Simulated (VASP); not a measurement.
# HfN (F-43m) in VASP: a series of runs, part 2 of 2

VASP 6.6.1. The steps go on from the part before.

### 4 Single point, PBEsol

This run uses another cell than the first one, of 15.09 Å³/atom, 1.041 times its volume.

File INCAR:

```
ALGO = Normal
EDIFF = 1E-6
ENCUT = 520
GGA = PS
ISIF = 2
ISMEAR = -1
LASPH = T
LCHARG = F
LREAL = F
LWAVE = F
NBANDS = 14
NELM = 80
PREC = Accurate
SIGMA = 0.05
```

File KPOINTS:

```
k-points
0
Gamma
  9 9 9
```

File POSCAR:

```
HfN
1.0
    0.0000000000      2.4710795731      2.4710795731
    2.4710795731      0.0000000000      2.4710795731
    2.4710795731      2.4710795731      0.0000000000
Hf N
1 1
Direct
    0.0000000000      0.0000000000      0.0000000000
    0.2500000000      0.2500000000      0.2500000000
```

Potentials or basis: VASP PAW PBE potentials, release 64 (Hf_pv, N).

Started as:

```
$ cat potpaw_PBE.64/Hf_pv/POTCAR potpaw_PBE.64/N/POTCAR > POTCAR
$ mpirun -np 1 vasp_std > vasp.out
```

OUTCAR:

```text
EDIFF = 1E-6
   ENCUT = 520
   GGA = PS
   ISIF = 2
   ISMEAR = -1
   LASPH = T
   LREAL = F
   NELM = 80
   PREC = Accurate

 ion  position               nearest neighbor table
   1  0.000  0.000  0.000-   2 2.14   2 2.14   2 2.14   2 2.14
   2  0.250  0.250  0.250-   1 2.14   1 2.14   1 2.14   1 2.14

  LATTYP: Found a face centered cubic cell.
 ALAT       =     4.9421591462

  Lattice vectors:

 A1 = (   0.0000000000,   2.4710795731,   2.4710795731)
 A2 = (   2.4710795731,   0.0000000000,   2.4710795731)
 A3 = (   2.4710795731,   2.4710795731,   0.0000000000)

Analysis of symmetry for initial positions (statically):
=====================================================================
 Subroutine PRICEL returns:
 Original cell was already a primitive cell.

 Routine SETGRP: Setting up the symmetry group for a
 face centered cubic supercell.

 Subroutine GETGRP returns: Found 24 space group operations
 (whereof 24 operations were pure point group operations)
 out of a pool of 48 trial point group operations.

The static configuration has the point symmetry T_d .

Analysis of symmetry for dynamics (positions and initial velocities):
=====================================================================
 Subroutine PRICEL returns:
 Original cell was already a primitive cell.

 Routine SETGRP: Setting up the symmetry group for a
 face centered cubic supercell.

 Subroutine GETGRP returns: Found 24 space group operations
 (whereof 24 operations were pure point group operations)
 out of a pool of 48 trial point group operations.

The dynamic configuration has the point symmetry T_d .

 Subroutine INISYM returns: Found 24 space group operations
 (whereof 24 operations are pure point group operations),
 and found     1 'primitive' translations

----------------------------------------------------------------------------------------

                                     Primitive cell

  volume of cell :      30.1780

  direct lattice vectors                    reciprocal lattice vectors
     0.000000000  2.471079573  2.471079573    -0.202340712  0.202340712  0.202340712
     2.471079573  0.000000000  2.471079573     0.202340712 -0.202340712  0.202340712
     2.471079573  2.471079573  0.000000000     0.202340712  0.202340712 -0.202340712

  length of vectors
     3.494634246  3.494634246  3.494634246     0.350464393  0.350464393  0.350464393

  position of ions in fractional coordinates (direct lattice)
     0.000000000  0.000000000  0.000000000
     0.250000000  0.250000000  0.250000000

  ion indices of the primitive-cell ions
   primitive index   ion index
                 1           1
                 2           2

----------------------------------------------------------------------------------------

 KPOINTS: k-points

Automatic generation of k-mesh.
 Grid dimensions read from file:
 generate k-points for:    9    9    9

 Generating k-lattice:

  Cartesian coordinates                     Fractional coordinates (reciprocal lattice)
    -0.022482301  0.022482301  0.022482301     0.111111111  0.000000000  0.000000000
     0.022482301 -0.022482301  0.022482301     0.000000000  0.111111111  0.000000000
     0.022482301  0.022482301 -0.022482301     0.000000000  0.000000000  0.111111111

  Length of vectors
     0.038940488  0.038940488  0.038940488

  Shift w.r.t. Gamma in fractional coordinates (k-lattice)
     0.000000000  0.000000000  0.000000000

 Subroutine IBZKPT returns following result:
 ===========================================

 Found     35 irreducible k-points:

 Following reciprocal coordinates:
            Coordinates               Weight
  0.000000  0.000000  0.000000      1.000000
  0.111111  0.000000  0.000000      8.000000
  0.222222  0.000000  0.000000      8.000000
  0.333333  0.000000  0.000000      8.000000
  0.444444  0.000000  0.000000      8.000000
  0.111111  0.111111  0.000000      6.000000
[... 16 lines left out ...]
 -0.333333  0.333333  0.000000     12.000000
  0.444444  0.444444  0.000000      6.000000
 [... further k-points ...]
   k-points           NKPTS =     35   k-points in BZ     NKDIM =     35   number of bands    NBANDS=     14
   number of dos      NEDOS =    301   number of ions     NIONS =      2
   total plane-waves  NPLWV =  21952
   dimension x,y,z NGX =    28 NGY =   28 NGZ =   28
   dimension x,y,z NGXF=    56 NGYF=   56 NGZF=   56
   ions per type =               1   1
   NGX,Y,Z   is equivalent  to a cutoff of  13.32, 13.32, 13.32 a.u.
   NGXF,Y,Z  is equivalent  to a cutoff of  26.64, 26.64, 26.64 a.u.
 SYSTEM =  unknown system
   PREC   = accura    normal or accurate (medium, high low for compatibility)
   ISTART =      0    job   : 0-new  1-cont  2-samecut
   ICHARG =      2    charge: 1-file 2-atom 10-const
   ISPIN  =      1    spin polarized calculation?
   LNONCOLLINEAR =      F non collinear calculations
   LSORBIT =      F    spin-orbit coupling
   LASPH  =      T    aspherical Exc in radial PAW
   ENCUT  =  520.0 eV  38.22 Ry    6.18 a.u.   6.50  6.50  6.50*2*pi/ulx,y,z
   NELM   =     80;   NELMIN=  2; NELMDL= -5     # of ELM steps
   EDIFF  = 0.1E-05   stopping-criterion for ELM
   LREAL  =      F    real-space projection
   EDIFFG = 0.1E-04   stopping-criterion for IOM
   NSW    =      0    number of steps for IOM
   IBRION =     -1    ionic relax: 0-MD 1-quasi-New 2-CG
   NFREE  =      0    steps in history (QN), initial steepest desc. (CG)
   ISIF   =      2    stress and relaxation
   ISYM   =      2    0-nonsym 1-usesym 2-fastsym
   POTIM  = 0.5000    time-step for ionic-motion
   TEBEG  =    0.0;   TEEND  =   0.0 temperature during run
   PSTRESS=    0.0 pullay stress
   NELECT =      15.0000    total number of electrons
   NUPDOWN=      -1.0000    fix difference up-down
   EMIN   =  10.00;   EMAX   =-10.00  energy-range for DOS
   EFERMI =   0.00;   METHOD = LEGACY
   ISMEAR =    -1;   SIGMA  =   0.05  broadening in eV -4-tet -1-fermi 0-gaus
   EFERMI_NEDOS =   21; number of points for ismear=-14 and -15
   IALGO  =     38    algorithm
   IMIX   =      4    mixing-type and parameters
     AMIX     =   0.40;   BMIX     =  1.00
     AMIX_MAG =   1.60;   BMIX_MAG =  1.00
  volume/ion in A,a.u.               =      15.09       101.83
  Fermi-wavevector in a.u.,A,eV,Ry     =   1.296807  2.450609 22.881015  1.681707
  Thomas-Fermi vector in A             =   2.428239
   LORBIT       =      0    0 simple, 1 ext, 2 COOP (PROOUT), +10 PAW based schemes
   GGA     = PS    functional components
   LHFCALC =     F    Hartree Fock is set to
   AEXX    =    0.0000 exact exchange contribution
   IVDW    =     0    specifies the selected vdW correction
   LEPSILON=     F    determine dielectric tensor
   LRPA    =     F    only Hartree local field effects (RPA)
 non-spin polarized calculation
  energy-cutoff  :      520.00
  volume of cell :       30.18
 maximum number of plane-waves:       869
 NGX is ok and might be reduce to    28
   NGX = 13   NGY = 13   NGZ = 13

 number of electron      14.9999999 magnetization

 Free energy of the ion-electron system (eV)
  ---------------------------------------------------
  ext. energy  EPLUGINS =         0.00000000
  ---------------------------------------------------
  free energy    TOTEN  =       -22.22739783 eV

  energy without entropy =      -22.22147471  energy(sigma->0) =      -22.22443627

 E-fermi :   5.4293     XC(G=0): -11.3035

 val. band max:        5.4253077020   @ k =  -0.2222   0.3333   0.1111
 cond. band min:       5.5112148557   @ k =   0.1111   0.1111   0.0000
 fundamental gap:      0.0859071537
 Fermi energy:         5.4292668096

 k-point     1 :       0.0000    0.0000    0.0000
  band No.  band energies     occupation
      1     -25.6780      2.00000
      2     -25.6780      2.00000
      3     -25.6780      2.00000
      4     -10.5497      2.00000
      5       0.0887      2.00000
      6       0.0887      2.00000
      7       0.0887      2.00000
      8       4.6723      2.00000
      9       7.6057      0.00000
     10       7.6057      0.00000
     11      11.9069      0.00000
     12      11.9069      0.00000
     13      11.9069      0.00000
     14      17.6675      0.00000
[... 375 lines left out ...]
 k-point    24 :       0.4444    0.4444    0.0000
  band No.  band energies     occupation
      1     -26.0983      2.00000
      2     -25.8211      2.00000
      3     -25.8211      2.00000
      4      -9.1666      2.00000
      5      -1.3618      2.00000
      6       1.8008      2.00000
      7       1.8008      2.00000
      8       4.3212      2.00000
      9       7.7257      0.00000
     10       9.2853      0.00000
     11      10.1157      0.00000
     12      10.1157      0.00000
     13      14.1147      0.00000
     14      16.9370      0.00000

 [... further k-points ...]
[... 5 lines left out ...]
  --------------------------------------------------------------------------------------
  -------------------------------------------------------------------------------------
  Total       -1.7681136     -1.7681136     -1.7681136      0.0000000     -0.0000000      0.0000000
  in kB      -93.8708103    -93.8708103    -93.8708103      0.0000000     -0.0000000      0.0000000
  external PRESSURE =     -93.8708103 kB  Pullay stress =       0.0000000 kB

 VOLUME and BASIS-vectors are now :
 -----------------------------------------------------------------------------
  energy-cutoff  :      520.00
  volume of cell :       30.18
      direct lattice vectors                 reciprocal lattice vectors
     0.000000000  2.471079573  2.471079573    -0.202340712  0.202340712  0.202340712
     2.471079573  0.000000000  2.471079573     0.202340712 -0.202340712  0.202340712
     2.471079573  2.471079573  0.000000000     0.202340712  0.202340712 -0.202340712

 POSITION                                       TOTAL-FORCE (eV/Angst)
 -----------------------------------------------------------------------------------
      0.00000      0.00000      0.00000         0.000000      0.000000     -0.000000
      1.23554      1.23554      1.23554        -0.000000     -0.000000      0.000000
 -----------------------------------------------------------------------------------
    total drift:                               -0.000000     -0.000000     -0.000000

  FREE ENERGIE OF THE ION-ELECTRON SYSTEM (eV)
  ---------------------------------------------------
  free  energy   TOTEN  =       -22.2273978270 eV

  energy  without entropy=      -22.2214747104  energy(sigma->0) =      -22.22443627
```

It took 13 s on 1 thread of Intel Xeon Platinum 8124M at 3.00GHz (Skylake/Cascade Lake), shared host; peak memory 0.16 GiB.

What came out:

```
Free energy : -22.2274 eV
Pressure    : -9.4 GPa
```

Caveat: the PAW data sets were made with another functional, which shifts forces and pressure a little; spin-orbit coupling is left out, which moves the levels of the heavy elements.

### 5 Single point, LDA

This run uses another cell than the first one, of 15.38 Å³/atom, 1.061 times its volume.

File INCAR:

```
SYSTEM = HfN
PREC = Accurate
ENCUT = 520
EDIFF = 1E-6
ISMEAR = -1
SIGMA = 0.05
LREAL = .False.
LASPH = .True.
NELM = 100
ALGO = Normal
ISIF = 2
LWAVE = .False.
LCHARG = .False.
NBANDS = 14
```

File KPOINTS:

```
Automatic mesh
0
Gamma
  9 9 9
  0 0 0
```

File POSCAR:

```
HfN
1.0
    0.0000000000      2.4871259940      2.4871259940
    2.4871259940      0.0000000000      2.4871259940
    2.4871259940      2.4871259940      0.0000000000
Hf N
1 1
Direct
    0.0000000000      0.0000000000      0.0000000000
    0.2500000000      0.2500000000      0.2500000000
```

Potentials or basis: VASP PAW LDA potentials, release 64 (Hf_pv, N).

Started as:

```
$ cat potpaw_LDA.64/Hf_pv/POTCAR potpaw_LDA.64/N/POTCAR > POTCAR
$ mpirun -np 1 vasp_std > vasp.out
```

Run time: 12 s. Hardware: 1 thread of Intel Xeon Platinum 8124M at 3.00GHz (Skylake/Cascade Lake), shared host; peak memory 0.15 GiB.

It converged, with:

```
Free energy : -22.9216 eV
Pressure    : -16.3 GPa
```

Levels at points of the mesh, in eV from the Fermi level:
| k point | band 6 | band 7 | band 8 | band 9 | band 10 | band 11 |
| --- | --- | --- | --- | --- | --- | --- |
| (0.00, 0.00, 0.00) | -5.26 | -5.26 | -0.70 | 2.04 | 2.04 | 6.30 |

Caveat: spin-orbit coupling is left out, which moves the levels of the heavy elements.

### 6 Single point, r2SCAN

This run uses another cell than the first one, of 13.91 Å³/atom, 0.959 times its volume.

File POSCAR:

```
HfN
1.0
    0.0000000000      2.4047095306      2.4047095306
    2.4047095306      0.0000000000      2.4047095306
    2.4047095306      2.4047095306      0.0000000000
Hf N
1 1
Direct
    0.0000000000      0.0000000000      0.0000000000
    0.2500000000      0.2500000000      0.2500000000
```

File INCAR.step1:

```
SYSTEM = HfN
PREC = Accurate
ENCUT = 520
ISMEAR = -1
SIGMA = 0.05
LREAL = .FALSE.
LASPH = .TRUE.
NELM = 100
NBANDS = 14
GGA = PE
ALGO = Normal
EDIFF = 1E-4
LWAVE = .TRUE.
LCHARG = .FALSE.
```

File INCAR.step2:

```
SYSTEM = HfN
PREC = Accurate
ENCUT = 520
EDIFF = 1E-7
ISMEAR = -1
SIGMA = 0.05
LREAL = .FALSE.
LASPH = .TRUE.
NELM = 100
ALGO = Normal
ISIF = 2
LWAVE = .FALSE.
LCHARG = .TRUE.
METAGGA = R2SCAN
LMIXTAU = .TRUE.
LELF = .TRUE.
LVHAR = .TRUE.
NBANDS = 14
ISTART = 1
```

File KPOINTS:

```
Automatic mesh
0
G
  9 9 9
  0 0 0
```

Potentials or basis: VASP PAW PBE potentials, release 64 (Hf_pv, N).

Started as:

```
$ cat potpaw_PBE.64/Hf_pv/POTCAR potpaw_PBE.64/N/POTCAR > POTCAR
$ cp INCAR.step1 INCAR
$ mpirun -np 1 vasp_std > vasp.out
$ cp INCAR.step2 INCAR
$ mpirun -np 1 vasp_std > vasp.out
```

OUTCAR:

```text
SYSTEM = HfN
   PREC = Accurate
   ENCUT = 520
   EDIFF = 1E-7
   ISMEAR = -1
   LREAL = .FALSE.
   LASPH = .TRUE.
   NELM = 100
   ISIF = 2
   METAGGA = R2SCAN
   ISTART = 1

 ion  position               nearest neighbor table
   1  0.000  0.000  0.000-   2 2.08   2 2.08   2 2.08   2 2.08
   2  0.250  0.250  0.250-   1 2.08   1 2.08   1 2.08   1 2.08

  LATTYP: Found a face centered cubic cell.
 ALAT       =     4.8094190612

  Lattice vectors:

 A1 = (   0.0000000000,   2.4047095306,   2.4047095306)
 A2 = (   2.4047095306,   0.0000000000,   2.4047095306)
 A3 = (   2.4047095306,   2.4047095306,   0.0000000000)

Analysis of symmetry for initial positions (statically):
=====================================================================
 Subroutine PRICEL returns:
 Original cell was already a primitive cell.

 Routine SETGRP: Setting up the symmetry group for a
 face centered cubic supercell.

 Subroutine GETGRP returns: Found 24 space group operations
 (whereof 24 operations were pure point group operations)
 out of a pool of 48 trial point group operations.

The static configuration has the point symmetry T_d .

[... 165 lines left out ...]
 Fermi energy:         6.2663274974

 k-point     1 :       0.0000    0.0000    0.0000
  band No.  band energies     occupation
      1     -25.8490      2.00000
      2     -25.8490      2.00000
      3     -25.8490      2.00000
      4     -11.2988      2.00000
      5       0.1470      2.00000
      6       0.1470      2.00000
      7       0.1470      2.00000
      8       5.7374      1.99995
      9       8.8811      0.00000
     10       8.8811      0.00000
     11      13.6013      0.00000
     12      13.6013      0.00000
     13      13.6013      0.00000
     14      17.7858      0.00000
[... 377 lines left out ...]
      1     -26.4614      2.00000
      2     -26.0506      2.00000
      3     -26.0506      2.00000
      4      -9.7198      2.00000
      5      -1.2702      2.00000
      6       2.1662      2.00000
      7       2.1662      2.00000
      8       4.9770      2.00000
      9       9.1276      0.00000
     10      10.8506      0.00000
     11      11.6340      0.00000
     12      11.6340      0.00000
     13      16.5028      0.00000
     14      17.7860      0.00000

 [... further k-points ...]
[... 5 lines left out ...]
  --------------------------------------------------------------------------------------
  -------------------------------------------------------------------------------------
  Total        1.7533523      1.7533523      1.7533523      0.0000000     -0.0000000     -0.0000000
  in kB      101.0094271    101.0094271    101.0094271      0.0000000     -0.0000000     -0.0000000
  external PRESSURE =     101.0094271 kB  Pullay stress =       0.0000000 kB

 VOLUME and BASIS-vectors are now :
 -----------------------------------------------------------------------------
  energy-cutoff  :      520.00
  volume of cell :       27.81
      direct lattice vectors                 reciprocal lattice vectors
     0.000000000  2.404709531  2.404709531    -0.207925321  0.207925321  0.207925321
     2.404709531  0.000000000  2.404709531     0.207925321 -0.207925321  0.207925321
     2.404709531  2.404709531  0.000000000     0.207925321  0.207925321 -0.207925321

 POSITION                                       TOTAL-FORCE (eV/Angst)
 -----------------------------------------------------------------------------------
      0.00000      0.00000      0.00000         0.000000     -0.000000      0.000000
      1.20235      1.20235      1.20235        -0.000000      0.000000     -0.000000
 -----------------------------------------------------------------------------------
    total drift:                                0.000000      0.000000      0.000000

  FREE ENERGIE OF THE ION-ELECTRON SYSTEM (eV)
  ---------------------------------------------------
  free  energy   TOTEN  =       -57.6780889135 eV

  energy  without entropy=      -57.6741048767  energy(sigma->0) =      -57.67609690
```

OUTCAR.step1:

```text
SYSTEM = HfN
   PREC = Accurate
   ENCUT = 520
   ISMEAR = -1
   LREAL = .FALSE.
   LASPH = .TRUE.
[... 629 lines left out ...]
      0.00000      0.00000      0.00000        -0.000000     -0.000000     -0.000000
      1.20235      1.20235      1.20235         0.000000      0.000000      0.000000
 -----------------------------------------------------------------------------------
    total drift:                               -0.000000     -0.000000     -0.000000

  FREE ENERGIE OF THE ION-ELECTRON SYSTEM (eV)
  ---------------------------------------------------
  free  energy   TOTEN  =       -21.1542785489 eV

  energy  without entropy=      -21.1493615948  energy(sigma->0) =      -21.15182007
```

Run time: 56 s. Hardware: 1 thread of Intel Xeon Platinum 8124M at 3.00GHz (Skylake/Cascade Lake), shared host; peak memory 0.17 GiB.

What came out:

```
Free energy : -57.6781 eV
Pressure    : 10.1 GPa
```

Levels at points of the mesh, in eV from the Fermi level:
```csv
k point,band 5,band 6,band 7,band 8,band 9,band 10
"(0.00, 0.00, 0.00)",-6.12,-6.12,-6.12,-0.53,2.61,2.61
```

Caveat: the PAW data sets were made with another functional, which shifts forces and pressure a little; spin-orbit coupling is left out, which moves the levels of the heavy elements.

### 7 Summary

| level | potentials or basis | cell | gap on the mesh (eV) | pressure (GPa) |
| --- | --- | --- | --- | --- |
| LDA | VASP PAW LDA potentials, release 64 (Hf_pv, N) | a = 3.448 Å, angles 60.0°, 2 atoms | none | -6.3 |
| LDA | VASP PAW LDA potentials, release 64 (Hf_pv, N) | a = 3.472 Å, angles 60.0°, 2 atoms | none | -10.0 |
| PBEsol | VASP PAW PBE potentials, release 64 (Hf_pv, N) | a = 3.495 Å, angles 60.0°, 2 atoms | none | -9.4 |
| LDA | VASP PAW LDA potentials, release 64 (Hf_pv, N) | a = 3.517 Å, angles 60.0°, 2 atoms | none | -16.3 |
| r2SCAN | VASP PAW PBE potentials, release 64 (Hf_pv, N) | a = 3.401 Å, angles 60.0°, 2 atoms | none | 10.1 |

Alike in all rows: task single point; no spin polarisation; k mesh 9 × 9 × 9; cutoff (eV) 520; smearing fermi-dirac 0.05 eV.

Caveats: spin-orbit coupling is left out, which moves the levels of the heavy elements; the PAW data sets were made with another functional, which shifts forces and pressure a little (some runs).

Total energies depend on the potentials used, so only differences within one code and one set of settings carry meaning.
